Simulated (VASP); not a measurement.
Set up this calculation in VASP 6.6.1, as the native input.

```
Task                   : single point
Functional             : r2SCAN
Potentials or basis    : VASP PAW PBE potentials, release 64 (Sc_sv, Be)
Cutoff                 : 520 eV
k mesh                 : 7 × 7 × 7
Occupations            : methfessel-paxton, width 0.05 eV
Spin                   : no spin polarisation
Dipole correction      : no
Further INCAR settings : ALGO = Normal; EDIFF = 1e-06; NBANDS = 20
```

ScBe5:

```xyz
6
Lattice="4.5366 0.0000 0.0000 -2.2683 3.9288 0.0000 0.0000 0.0000 3.5303" Properties=species:S:1:pos:R:3 pbc="T T T"
Sc    0.0000    0.0000    0.0000
Be    0.0000    2.6192    0.0000
Be    2.2683    1.3096    0.0000
Be    2.2683    0.0000    1.7652
Be    1.1341    1.9644    1.7652
Be   -1.1341    1.9644    1.7652
```

One way to write it, as run:

POSCAR

```
ScBe5
1.0
    4.5365604900      0.0000000000      0.0000000000
   -2.2682802500      3.9287766300      0.0000000000
    0.0000000000      0.0000000000      3.5303112100
Sc Be
1 5
Direct
    0.0000000000      0.0000000000      0.0000000000
    0.3333333333      0.6666666667      0.0000000000
    0.6666666667      0.3333333333      0.0000000000
    0.5000000000      0.0000000000      0.5000000000
    0.5000000000      0.5000000000      0.5000000000
    0.0000000000      0.5000000000      0.5000000000
```

INCAR.step1

```
  ALGO = Normal
  EDIFF = 1E-4
  ENCUT = 520
  GGA = PE
  ISMEAR = 1
  LASPH = T
  LCHARG = F
  LREAL = F
  LWAVE = T
  NBANDS = 20
  NELM = 60
  PREC = Accurate
  SIGMA = 0.05
```

INCAR.step2

```
  ALGO = Normal
  EDIFF = 1E-6
  ENCUT = 520
  ISIF = 2
  ISMEAR = 1
  ISTART = 1
  LASPH = T
  LCHARG = F
  LMIXTAU = T
  LREAL = F
  LWAVE = F
  METAGGA = R2SCAN
  NBANDS = 20
  NELM = 60
  PREC = Accurate
  SIGMA = 0.05
```

KPOINTS

```
k-points
0
Gamma
  7 7 7
```

Potentials or basis: VASP PAW PBE potentials, release 64 (Sc_sv, Be).

Launch:

```bash
$ cat potpaw_PBE.64/Sc_sv/POTCAR potpaw_PBE.64/Be/POTCAR > POTCAR
$ cp INCAR.step1 INCAR
$ mpirun -np 1 vasp_std > vasp.out
$ cp INCAR.step2 INCAR
$ mpirun -np 1 vasp_std > vasp.out
```

It gave:

```yaml
Pressure: -0.6 GPa
```

Caveat: the PAW data sets were made with another functional, which shifts forces and pressure a little.

It took 100 s on 1 thread of Intel(R) Xeon(R) Platinum 8375C CPU @ 2.90GHz (Ice Lake), with other jobs on the host, peak memory 0.2 GiB.
